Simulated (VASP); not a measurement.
Wanted: the native input for a VASP 6.6.1 run.

```yaml
Task: single point
Functional: r2SCAN
Potentials_or_basis: VASP PAW PBE potentials, release 64 (Pt)
Cutoff: 520 eV
k_mesh: 24 × 24 × 12
Occupations: gaussian, width 0.15 eV
Spin: no spin polarisation
Dipole_correction: no
Further_INCAR_settings: ALGO = Normal; EDIFF = 1e-06; NBANDS = 17
```

Crystal: Pt.

```
Pt
1.0
     2.81496    0.00000    0.00000
    -1.40748    2.43783    0.00000
     0.00000    0.00000    4.90831
Pt
2
Cartesian
  1.4075 0.8126 3.6812
  0.0000 1.6252 1.2271
```

This cell differs from its parent crystal: strain +0.030 along x and y, +0.030 along z.

One way to write it, as run:

POSCAR

```
Pt
1.0
    2.8149583939      0.0000000000      0.0000000000
   -1.4074791970      2.4378254797      0.0000000000
    0.0000000000      0.0000000000      4.9083138610
Pt
2
Direct
    0.6666666667      0.3333333333      0.7500000000
    0.3333333333      0.6666666667      0.2500000000
```

INCAR.step1

```
PREC = Accurate
ENCUT = 520
ISMEAR = 0
SIGMA = 0.15
LREAL = False
LASPH = True
NELM = 80
NBANDS = 17
GGA = PE
ALGO = Normal
EDIFF = 1E-4
LWAVE = True
LCHARG = False
```

INCAR.step2

```
PREC = Accurate
ENCUT = 520
EDIFF = 1E-6
ISMEAR = 0
SIGMA = 0.15
LREAL = False
LASPH = True
NELM = 80
ALGO = Normal
ISIF = 2
LWAVE = False
LCHARG = False
METAGGA = R2SCAN
LMIXTAU = True
NBANDS = 17
ISTART = 1
```

KPOINTS

```
Automatic mesh
0
Gamma
  24 24 12
```

Potentials or basis: VASP PAW PBE potentials, release 64 (Pt).

The run is started by

```bash
$ cat potpaw_PBE.64/Pt/POTCAR > POTCAR
$ cp INCAR.step1 INCAR
$ mpirun -np 1 vasp_std > vasp.out
$ cp INCAR.step2 INCAR
$ mpirun -np 1 vasp_std > vasp.out
```

It gave:

```yaml
Pressure: -18.1 GPa
Band_gap_on_the_k_mesh: zero (band 10 reaches 9.45 eV, above the bottom of band 11 at 8.21 eV)
```

Caveat: the cell differs from its parent crystal (strain +0.030 along x and y, +0.030 along z); the PAW data sets were made with another functional, which shifts forces and pressure a little; spin-orbit coupling is left out, which moves the levels of the heavy elements.

Wall time 25 min on 1 thread of AMD EPYC 7R43 64-Core Processor (Zen 3), with other jobs on the host, peak memory 0.29 GiB.
